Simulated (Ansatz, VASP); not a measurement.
## Mg: VASP beside Ansatz

The input POSCAR:

```
Mg
1.0
    3.2638900000      0.0001000000     -0.0053100000
   -1.6318600000      2.7700700000      0.0113300000
   -0.0086200000      0.0162700000      5.2780100000
Mg
2
Direct
    0.3287800000      0.6679200000      0.2557600000
    0.6667897760      0.3312955487      0.7507178707
```

Contents of INCAR.step1:

```
SYSTEM = Mg
PREC = Accurate
ENCUT = 520
ISMEAR = -1
SIGMA = 0.1
LREAL = .FALSE.
LASPH = .TRUE.
NELM = 80
NBANDS = 9
GGA = PE
ALGO = Normal
EDIFF = 1E-4
LWAVE = .TRUE.
LCHARG = .FALSE.
```

INCAR.step2

```
SYSTEM = Mg
PREC = Accurate
ENCUT = 520
EDIFF = 1E-6
ISMEAR = -1
SIGMA = 0.1
LREAL = .FALSE.
LASPH = .TRUE.
NELM = 80
ALGO = Normal
ISIF = 2
LWAVE = .FALSE.
LCHARG = .FALSE.
METAGGA = R2SCAN
LMIXTAU = .TRUE.
NBANDS = 9
ISTART = 1
```

File KPOINTS:

```
Automatic mesh
0
G
  7 7 4
  0 0 0
```

Input for Ansatz:

```yaml
crystal:
  lattice:
    - [3.26389, 0.0001, -0.00531]
    - [-1.63186, 2.77007, 0.01133]
    - [-0.00862, 0.01627, 5.27801]
  atoms:
    - { symbol: Mg, position: [0.32878, 0.66792, 0.25576] }
    - { symbol: Mg, position: [0.666789775995986, 0.33129554865608785, 0.7507178707210227] }
basis:
  ecutwfc: 650.0
  xc_grid: 2
kpoints:
  mp_grid:
    grid: [7, 7, 4]
hamiltonian:
  xc: r2scan
scf:
  convergence:
    dr2_threshold: 1.0e-09
  occupations:
    method: fermi_dirac
output:
  forces: true
  stress: true
```

Alike in both runs: task single point; functional r2SCAN; k mesh 7 × 7 × 4; no spin polarisation.

```csv
,VASP,Ansatz
version,VASP 6.6.1,Ansatz 0.2.0
potentials or method,"VASP PAW PBE potentials, release 64 (Mg), cutoff 520 eV","plane waves, PAW"
occupations,"fermi-dirac, width 0.1 eV",fermi-dirac
valence electrons in the cell,4,20
```

|  | VASP | Ansatz | Ansatz less VASP |
| --- | --- | --- | --- |
| pressure (GPa) | -2.0 | -1.7 | +0.25 |
| traceless stress, the component that is largest in VASP (GPa) | 1.49 | 1.48 | -0.010 |
| rms of the force components (eV/Å) | 0.046 | 0.046 | +0.0005 |

VASP's potentials were made for PBE, not for r2SCAN. Atom by atom the forces differ by 0.001 eV/Å (rms over components). VASP's potentials hold 4 valence electrons a cell and Ansatz's 20, so a difference there can come from the potentials and not from the codes. Ansatz's warnings: stress scf threshold loose.
